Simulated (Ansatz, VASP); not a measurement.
**One calculation of Al, two programs**

```
Al
1.0
     0.00000    1.99137    1.99137
     1.99137    0.00000    1.99137
     1.99137    1.99137    0.00000
Al
1
Direct
  0.00000 0.00000 0.00000
```

Alike in both runs: functional PBE; dispersion D3(BJ); k mesh 18 × 18 × 18; occupations gaussian, width 0.1 eV; no spin polarisation.

Ansatz relaxed the structure, and its values are those at the end. VASP's run is a single point on that final structure, the one shown.

```csv
,VASP,Ansatz
version,VASP 6.6.1,Ansatz 0.2.0
potentials or method,"VASP PAW PBE potentials, release 64 (Al), cutoff 520 eV","scalar-relativistic, plane waves, PAW"
valence electrons in the cell,3,3
```

```tsv
	VASP	Ansatz	Ansatz less VASP
gap on the k mesh at the Fermi level (eV)	none	none	-
pressure (GPa)	-0.1	0.0	+0.04
```

A gap of «none» marks a metal or a gap that the smearing closes.
